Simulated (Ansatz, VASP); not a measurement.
## One calculation of Mg, two programs

```
CELL_PARAMETERS angstrom
0.00000 3.38728 3.38728
3.38728 0.00000 3.38728
3.38728 3.38728 0.00000
ATOMIC_POSITIONS crystal
Mg 0.12500 0.12500 0.12500
Mg 0.87500 0.87500 0.87500
```

Alike in both runs: functional PBEsol; k mesh 9 × 9 × 9; occupations fermi-dirac, width 0.1 eV; no spin polarisation.

Ansatz relaxed the structure, and its values are those at the end. VASP's run is a single point on that final structure, the one shown.

|  | VASP | Ansatz |
| --- | --- | --- |
| version | VASP 6.6.1 | Ansatz 0.2.0 |
| potentials or method | VASP PAW PBE potentials, release 64 (Mg), cutoff 600 eV | plane waves (420 eV) with PAW, scalar-relativistic |
| valence electrons in the cell | 4 | 20 |

|  | VASP | Ansatz | Ansatz less VASP |
| --- | --- | --- | --- |
| pressure (GPa) | 0.0 | 0.0 | 0.00 |

VASP's potentials were made for PBE, not for PBEsol, and Ansatz warns of the same on its side. VASP's potentials hold 4 valence electrons a cell and Ansatz's 20, so a difference there can come from the potentials and not from the codes.
